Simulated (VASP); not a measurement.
# ZnS: electric field gradients with PBE

Crystal: ZnS.

```
CELL_PARAMETERS angstrom
3.79825 0.00000 0.00000
-1.89913 3.28938 0.00000
0.00000 0.00000 6.21315
ATOMIC_POSITIONS crystal
Zn 0.33333 0.66667 0.00000
Zn 0.66667 0.33333 0.50000
S 0.33333 0.66667 0.38500
S 0.66667 0.33333 0.88500
```

This cell differs from its parent crystal: volume scaled by 0.99.

```
Program                : VASP 6.6.1
Task                   : electric field gradients
Functional             : PBE
Potentials or basis    : VASP PAW PBE potentials, release 64 (Zn, S)
Cutoff                 : 520 eV
k mesh                 : 8 × 8 × 5
Occupations            : fermi-dirac, width 0.03 eV
Spin                   : no spin polarisation
Dipole correction      : no
Further INCAR settings : ALGO = Normal; EDIFF = 1e-08; NBANDS = 26
```

```json
{
 "Pressure": "3.3 GPa",
 "Largest force": "0.335 eV/Å",
 "Band gap on the k mesh": "2.30 eV, direct"
}
```

Forces on the atoms (eV/Å):
```
Zn   0.000  0.000  0.335
Zn   0.000  0.000  0.335
S    0.000  0.000 -0.335
S    0.000  0.000 -0.335
```

Stress tensor (GPa, compression positive):
```
4.06 0.00 0.00
0.00 4.06 0.00
0.00 0.00 1.85
```

Levels at points of the mesh, in eV from the valence-band top:
```
           k point  band 15  band 16  band 17  band 18  band 19  band 20  band 21  band 22
(0.00, 0.00, 0.00)    -0.87    -0.01    -0.01     0.00     2.30     3.02     6.30     6.30
(0.50, 0.00, 0.00)    -3.20    -2.28    -1.59    -0.99     3.61     4.30     5.18     7.14
```

Electric field gradients, principal values (V/Å²):
```tsv
atom	least	middle	greatest (by size)
1 Zn	-9.753	-9.766	19.519
2 Zn	-9.753	-9.766	19.519
3 S	2.740	2.741	-5.482
4 S	2.740	2.741	-5.482
```

Wall time 49 s on 1 thread of Intel(R) Xeon(R) Platinum 8375C CPU @ 2.90GHz (Ice Lake), with other jobs on the host, peak memory 0.2 GiB.

Caveat: without QUAD_EFG the Cq values of the log hold for a quadrupole moment of 1 mb, not for the nuclei.
